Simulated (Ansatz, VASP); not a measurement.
AlGaN2 in VASP and in Ansatz

```
Al Ga N
1.0
     3.09376    0.00000    0.00000
     0.00000    3.09376    0.00000
     0.00000    0.00000    4.55655
Al Ga N
1 1 2
Direct
  0.50000 0.50000 0.50000
  0.00000 0.00000 0.00000
  0.50000 0.00000 0.73826
  0.00000 0.50000 0.26174
```

Change from the starting cell: strain -0.015 along x and y, +0.030 along z, atoms carried along.

Alike in both runs: task single point; functional LDA; k mesh 8 × 8 × 6; occupations gaussian, width 0.05 eV; no spin polarisation.

|  | VASP | Ansatz |
| --- | --- | --- |
| version | VASP 6.6.1 | Ansatz 0.2.0 |
| potentials or method | VASP PAW LDA potentials, release 64 (Al, Ga_d, N), cutoff 520 eV | scalar-relativistic, plane waves, PAW |
| valence electrons in the cell | 26 | 26 |

Ansatz gave:

| Quantity | Value |
| --- | --- |
| gap on the k mesh at the Fermi level (eV) | 2.79 |
| least direct gap on the mesh (eV) | 2.79 |
| pressure (GPa) | -4.9 |
| traceless stress, the component that is largest in VASP (GPa) | -4.60 |
| rms of the force components (eV/Å) | 0.114 |

Task: Which values does VASP return?

Result: gap on the k mesh at the Fermi level (eV): 2.80; least direct gap on the mesh (eV): 2.80; pressure (GPa): -4.1; traceless stress, the component that is largest in VASP (GPa): -4.55; rms of the force components (eV/Å): 0.102.

LDA's correlation is that of Perdew and Zunger in VASP and of Perdew and Wang (1992) in Ansatz. Atom by atom the forces differ by 0.012 eV/Å (rms over components).
